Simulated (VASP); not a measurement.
# WC in VASP: single point with PBEsol

Aim: the single point of WC with PBEsol.

Program: VASP 6.6.1. These are calculated values, not measurements. Logs are shortened: lines on timing, memory, paths and dates and some standing lists are left out, and cuts for length are marked.

## 1. The cell of the first run

The cell holds a slab with vacuum, 16 atoms: a = 5.800 Å, b = 5.800 Å, c = 15.256 Å, α = 90.00°, β = 90.00°, γ = 120.00°.

## 2. Single point, PBEsol

INCAR

```
SYSTEM = WC
  ALGO = Normal
  EDIFF = 1E-7
  ENCUT = 520
  GGA = PS
  ISIF = 2
  ISMEAR = -1
  LASPH = .True.
  LCHARG = .True.
  LELF = .True.
  LREAL = Auto
  LVHAR = .True.
  LWAVE = .False.
  NBANDS = 86
  NELM = 80
  PREC = Accurate
  SIGMA = 0.05
```

KPOINTS

```
k-points
0
Gamma
  2 2 1
  0 0 0
```

POSCAR

```
WC
1.0
    5.7996800000      0.0000000000      0.0000000000
   -2.8998400000      5.0226700000      0.0000000000
    0.0000000000      0.0000000000     15.2562950000
W C
8 8
Direct
    0.0000000000      0.0000000000      0.0655467137
    0.0135740636     -0.0169232699      0.2550684816
   -0.0000000357      0.4999930316      0.0655467137
    0.0041063952      0.4966880165      0.2539345234
    0.4999931031      0.0000000000      0.0655467137
    0.5071810996     -0.0037629388      0.2525121597
    0.4999930673      0.4999930316      0.0655467137
    0.5004757499      0.4961305441      0.2493528081
    0.3301865363      0.1735531102      0.1481093542
    0.3541316398      0.1649919266      0.3257540576
    0.3570033043      0.6870051188      0.1539692304
    0.3171495985      0.6564038649      0.3299359379
    0.8364175520      0.1238186064      0.1505280279
    0.8697765088      0.1982610842      0.3275631469
    0.8305302195      0.6765923304      0.1580593453
    0.8334401557      0.6926196625      0.3413803941
```

Potentials or basis: VASP PAW PBE potentials, release 64 (W_sv, C).

Command:

```sh
$ cat potpaw_PBE.64/W_sv/POTCAR potpaw_PBE.64/C/POTCAR > POTCAR
$ mpirun -np 1 vasp_std > vasp.out
```

OUTCAR:

```text
SYSTEM = WC
   EDIFF = 1E-7
   ENCUT = 520
   GGA = PS
   ISIF = 2
   ISMEAR = -1
   LASPH = .True.
   LREAL = Auto
   NELM = 80
   PREC = Accurate

 ion  position               nearest neighbor table
   1  0.000  0.000  0.066-  13 1.94   9 2.08  15 2.15   2 2.90   7 2.90   3 2.90   5 2.90   5 2.90
                             3 2.90   7 2.90
   2  0.014  0.983  0.255-  16 1.98  10 2.02  14 2.13  15 2.14  13 2.26   9 2.29   4 2.79   6 2.83
                             1 2.90   8 2.90   8 2.90   6 2.98   4 3.01
   3  1.000  0.500  0.066-  15 2.24  11 2.24  13 2.30   4 2.87   1 2.90   7 2.90   5 2.90   5 2.90
                             7 2.90   1 2.90
   4  0.004  0.497  0.254-  14 1.88  12 1.95  16 2.27  15 2.30  11 2.34  13 2.45   2 2.79   3 2.87
                             8 2.88   6 2.89   6 2.91   8 2.92   2 3.01
   5  0.500  0.000  0.066-  11 2.07   9 2.14  13 2.15   6 2.85   7 2.90   1 2.90   3 2.90   3 2.90
                             1 2.90   7 2.90
   6  0.507  0.996  0.253-  10 1.97  12 2.08  14 2.15  11 2.16  13 2.28   9 2.39   2 2.83   5 2.85
                             8 2.88   4 2.89   4 2.91   8 2.92   2 2.98
   7  0.500  0.500  0.066-   9 2.07  11 2.14  15 2.18   8 2.80   1 2.90   5 2.90   3 2.90   3 2.90
                             5 2.90   1 2.90
   8  0.500  0.496  0.249-  10 2.03  12 2.12  15 2.17  16 2.19  11 2.23   9 2.24   7 2.80   4 2.88
                             6 2.88   2 2.90   2 2.90   6 2.92   4 2.92
   9  0.330  0.174  0.148-   7 2.07   1 2.08   5 2.14   8 2.24   2 2.29   6 2.39
  10  0.354  0.165  0.326-   6 1.97   2 2.02   8 2.03
  11  0.357  0.687  0.154-   5 2.07   7 2.14   6 2.16   8 2.23   3 2.24   4 2.34
  12  0.317  0.656  0.330-   4 1.95   6 2.08   8 2.12
  13  0.836  0.124  0.151-   1 1.94   5 2.15   2 2.26   6 2.28   3 2.30   4 2.45
  14  0.870  0.198  0.328-   4 1.88   2 2.13   6 2.15
  15  0.831  0.677  0.158-   2 2.14   1 2.15   8 2.17   7 2.18   3 2.24   4 2.30
  16  0.833  0.693  0.341-   2 1.98   8 2.19   4 2.27

  LATTYP: Found a hexagonal cell.
 ALAT       =     5.7996800000
 C/A-ratio  =     2.6305408229

  Lattice vectors:

 A1 = (   5.7996800000,   0.0000000000,   0.0000000000)
 A2 = (  -2.8998400000,   5.0226700000,   0.0000000000)
 A3 = (   0.0000000000,   0.0000000000,  15.2562950000)

Analysis of symmetry for initial positions (statically):
=====================================================================
 Subroutine PRICEL returns:
 Original cell was already a primitive cell.

 Routine SETGRP: Setting up the symmetry group for a
 hexagonal supercell.

 Subroutine GETGRP returns: Found  1 space group operations
 (whereof  1 operations were pure point group operations)
 out of a pool of 24 trial point group operations.

The static configuration has the point symmetry C_1 .

Analysis of symmetry for dynamics (positions and initial velocities):
=====================================================================
 Subroutine PRICEL returns:
 Original cell was already a primitive cell.

 Routine SETGRP: Setting up the symmetry group for a
 hexagonal supercell.

 Subroutine GETGRP returns: Found  1 space group operations
 (whereof  1 operations were pure point group operations)
 out of a pool of 24 trial point group operations.

The dynamic configuration has the point symmetry C_1 .

 Subroutine INISYM returns: Found  1 space group operations
 (whereof  1 operations are pure point group operations),
 and found     1 'primitive' translations

----------------------------------------------------------------------------------------

                                     Primitive cell

  volume of cell :     444.4140

  direct lattice vectors                    reciprocal lattice vectors
     5.799680000  0.000000000  0.000000000     0.172423306  0.099548646  0.000000000
    -2.899840000  5.022670000  0.000000000     0.000000000  0.199097293  0.000000000
     0.000000000  0.000000000 15.256295000     0.000000000  0.000000000  0.065546714

  length of vectors
     5.799680000  5.799679815 15.256295000     0.199097287  0.199097293  0.065546714

  position of ions in fractional coordinates (direct lattice)
     0.000000000  0.000000000  0.065546714
     0.013574064  0.983076730  0.255068482
     0.999999964  0.499993032  0.065546714
     0.004106395  0.496688017  0.253934523
     0.499993103  0.000000000  0.065546714
     0.507181100  0.996237061  0.252512160
[... 8 lines left out ...]
     0.830530219  0.676592330  0.158059345
     0.833440156  0.692619663  0.341380394

  ion indices of the primitive-cell ions
   primitive index   ion index
                 1           1
                 2           2
                 3           3
                 4           4
                 5           5
                 6           6
[... 8 lines left out ...]
                15          15
                16          16

----------------------------------------------------------------------------------------

 KPOINTS: k-points

Automatic generation of k-mesh.
 Grid dimensions read from file:
 generate k-points for:    2    2    1

 Generating k-lattice:

  Cartesian coordinates                     Fractional coordinates (reciprocal lattice)
     0.086211653  0.049774323  0.000000000     0.500000000  0.000000000  0.000000000
     0.000000000  0.099548646  0.000000000     0.000000000  0.500000000  0.000000000
     0.000000000  0.000000000  0.065546714     0.000000000  0.000000000  1.000000000

  Length of vectors
     0.099548643  0.099548646  0.065546714

  Shift w.r.t. Gamma in fractional coordinates (k-lattice)
     0.000000000  0.000000000  0.000000000

 Subroutine IBZKPT returns following result:
 ===========================================

 Found      4 irreducible k-points:

 Following reciprocal coordinates:
            Coordinates               Weight
  0.000000  0.000000  0.000000      1.000000
  0.500000 -0.000000  0.000000      1.000000
  0.000000  0.500000  0.000000      1.000000
  0.500000  0.500000  0.000000      1.000000
   k-points           NKPTS =      4   k-points in BZ     NKDIM =      4   number of bands    NBANDS=     86
   number of dos      NEDOS =    301   number of ions     NIONS =     16
   total plane-waves  NPLWV = 276480
   dimension x,y,z NGX =    48 NGY =   48 NGZ =  120
   dimension x,y,z NGXF=    96 NGYF=   96 NGZF=  240
   ions per type =               8   8
   NGX,Y,Z   is equivalent  to a cutoff of  13.76, 13.76, 13.08 a.u.
   NGXF,Y,Z  is equivalent  to a cutoff of  27.52, 27.52, 26.15 a.u.
 SYSTEM =  WC
   PREC   = accura    normal or accurate (medium, high low for compatibility)
   ISTART =      0    job   : 0-new  1-cont  2-samecut
   ICHARG =      2    charge: 1-file 2-atom 10-const
   ISPIN  =      1    spin polarized calculation?
   LNONCOLLINEAR =      F non collinear calculations
   LSORBIT =      F    spin-orbit coupling
   LASPH  =      T    aspherical Exc in radial PAW
   ENCUT  =  520.0 eV  38.22 Ry    6.18 a.u.  10.78 10.78 28.37*2*pi/ulx,y,z
   NELM   =     80;   NELMIN=  2; NELMDL= -5     # of ELM steps
   EDIFF  = 0.1E-06   stopping-criterion for ELM
   LREAL  =      T    real-space projection
   EDIFFG = 0.1E-05   stopping-criterion for IOM
   NSW    =      0    number of steps for IOM
   IBRION =     -1    ionic relax: 0-MD 1-quasi-New 2-CG
   NFREE  =      0    steps in history (QN), initial steepest desc. (CG)
   ISIF   =      2    stress and relaxation
   ISYM   =      2    0-nonsym 1-usesym 2-fastsym
   POTIM  = 0.5000    time-step for ionic-motion
   TEBEG  =    0.0;   TEEND  =   0.0 temperature during run
   PSTRESS=    0.0 pullay stress
   NELECT =     144.0000    total number of electrons
   NUPDOWN=      -1.0000    fix difference up-down
   EMIN   =  10.00;   EMAX   =-10.00  energy-range for DOS
   EFERMI =   0.00;   METHOD = LEGACY
   ISMEAR =    -1;   SIGMA  =   0.05  broadening in eV -4-tet -1-fermi 0-gaus
   EFERMI_NEDOS =   21; number of points for ismear=-14 and -15
   IALGO  =     38    algorithm
   IMIX   =      4    mixing-type and parameters
     AMIX     =   0.40;   BMIX     =  1.00
     AMIX_MAG =   1.60;   BMIX_MAG =  1.00
  volume/ion in A,a.u.               =      27.78       187.44
  Fermi-wavevector in a.u.,A,eV,Ry     =   1.124432  2.124868 17.202480  1.264347
  Thomas-Fermi vector in A             =   2.261103
   LORBIT       =      0    0 simple, 1 ext, 2 COOP (PROOUT), +10 PAW based schemes
   GGA     = PS    functional components
   LHFCALC =     F    Hartree Fock is set to
   AEXX    =    0.0000 exact exchange contribution
   IVDW    =     0    specifies the selected vdW correction
   LEPSILON=     F    determine dielectric tensor
   LRPA    =     F    only Hartree local field effects (RPA)
 non-spin polarized calculation
  energy-cutoff  :      520.00
  volume of cell :      444.41
 maximum number of plane-waves:     11992
 NGX is ok and might be reduce to    48
   NGX = 21   NGY = 21   NGZ = 57

 number of electron     143.9999997 magnetization

 Free energy of the ion-electron system (eV)
  ---------------------------------------------------
  ext. energy  EPLUGINS =         0.00000000
  ---------------------------------------------------
  free energy    TOTEN  =      -170.91262369 eV

  energy without entropy =     -170.83442334  energy(sigma->0) =     -170.87352351

 E-fermi :   0.7362     XC(G=0):  -6.4849

 val. band max:        0.6543829071   @ k =   0.5000   0.5000   0.0000
 cond. band min:       0.7493767532   @ k =   0.0000   0.5000   0.0000
 fundamental gap:      0.0949938462
 Fermi energy:         0.7361839522

 k-point     1 :       0.0000    0.0000    0.0000
  band No.  band energies     occupation
      1     -73.3353      2.00000
      2     -73.2844      2.00000
      3     -73.2734      2.00000
      4     -73.2672      2.00000
      5     -73.0251      2.00000
      6     -72.9746      2.00000
[... 76 lines left out ...]
     83       3.5691      0.00000
     84       3.9210      0.00000

 k-point     2 :       0.5000   -0.0000    0.0000
  band No.  band energies     occupation
      1     -73.3126      2.00000
      2     -73.3006      2.00000
      3     -73.2773      2.00000
      4     -73.2699      2.00000
      5     -73.0197      2.00000
      6     -72.9733      2.00000
[... 76 lines left out ...]
     83       2.7140      0.00000
     84       2.7627      0.00000

 k-point     3 :       0.0000    0.5000    0.0000
  band No.  band energies     occupation
      1     -73.3136      2.00000
      2     -73.2978      2.00000
      3     -73.2814      2.00000
      4     -73.2677      2.00000
      5     -73.0148      2.00000
      6     -72.9821      2.00000
[... 76 lines left out ...]
     83       2.7352      0.00000
     84       2.7914      0.00000

 k-point     4 :       0.5000    0.5000    0.0000
  band No.  band energies     occupation
      1     -73.3116      2.00000
      2     -73.3024      2.00000
      3     -73.2734      2.00000
      4     -73.2731      2.00000
      5     -73.0156      2.00000
      6     -72.9808      2.00000
[... 76 lines left out ...]
     83       2.7773      0.00000
     84       2.8763      0.00000
 [bands above 84 left out]

------------------------ aborting loop because EDIFF is reached ----------------------------------------

  FORCE on cell =-STRESS in cart. coord.  units (eV):
  Direction    XX          YY          ZZ          XY          YZ          ZX
  --------------------------------------------------------------------------------------
  -------------------------------------------------------------------------------------
  Total       -4.2565304     -1.5128883     -6.1711415     -0.4420306     -1.5582342     -2.4810612
  in kB      -15.3454126     -5.4541827    -22.2478646     -1.5935846     -5.6176614     -8.9445874
  external PRESSURE =     -14.3491533 kB  Pullay stress =       0.0000000 kB

 VOLUME and BASIS-vectors are now :
 -----------------------------------------------------------------------------
  energy-cutoff  :      520.00
  volume of cell :      444.41
      direct lattice vectors                 reciprocal lattice vectors
     5.799680000  0.000000000  0.000000000     0.172423306  0.099548646  0.000000000
    -2.899840000  5.022670000  0.000000000     0.000000000  0.199097293  0.000000000
     0.000000000  0.000000000 15.256295000     0.000000000  0.000000000  0.065546714

 POSITION                                       TOTAL-FORCE (eV/Angst)
 -----------------------------------------------------------------------------------
      0.00000      0.00000      1.00000         0.793142     -0.722289     -0.640505
     -2.77204      4.93767      3.89140        -2.146973      2.191621      1.300410
      4.34978      2.51130      1.00000        -0.031813      0.001851      1.205427
     -1.41650      2.49470      3.87410        -0.381424      1.373556     -0.432933
      2.89980      0.00000      1.00000         0.620978      0.050399     -0.121976
      0.05256      5.00377      3.85240         1.157713     -0.177580      1.605155
[... 8 lines left out ...]
      2.85480      3.39830      2.41140         1.171104     -1.464447     -1.934404
      2.82520      3.47880      5.20820         0.234514     -1.460159     -2.950796
 -----------------------------------------------------------------------------------
    total drift:                                0.003598     -0.006000     -0.002440

  FREE ENERGIE OF THE ION-ELECTRON SYSTEM (eV)
  ---------------------------------------------------
  free  energy   TOTEN  =      -170.9126236871 eV

  energy  without entropy=     -170.8344233384  energy(sigma->0) =     -170.87352351
```

It took 11 min on 1 thread of AMD EPYC 7R13 (Zen 3), shared host; peak memory 0.57 GiB.

Results:

```
Free energy            : -170.9126 eV
Largest force          : 3.708 eV/Å
Band gap on the k mesh : zero (bands 72 and 73 overlap by 0.52 eV)
```

Forces in eV/Å, atoms in the order of the input:
```
W    0.793 -0.722 -0.641
W   -2.147  2.192  1.300
W   -0.032  0.002  1.205
W   -0.381  1.374 -0.433
W    0.621  0.050 -0.122
W    1.158 -0.178  1.605
W    0.252  0.436  0.081
W    0.193  0.720  3.324
C    1.204 -0.525  0.593
C   -0.350  0.251 -0.262
C   -1.013 -1.771 -0.820
C    1.371  0.925 -1.229
C   -2.345  2.775  0.742
C   -0.729 -2.603 -0.458
C    1.171 -1.464 -1.934
C    0.235 -1.460 -2.951
```

Caveat: the k points lie up to 0.63 Å⁻¹ apart, too coarse for converged energies and pressures of a metal; there is no dipole correction, which matters where the two faces differ; the PAW data sets were made with another functional, which shifts forces and pressure a little; spin-orbit coupling is left out, which moves the levels of the heavy elements.

The gap in the log of VASP goes by the Fermi energy; the results here count the filled bands.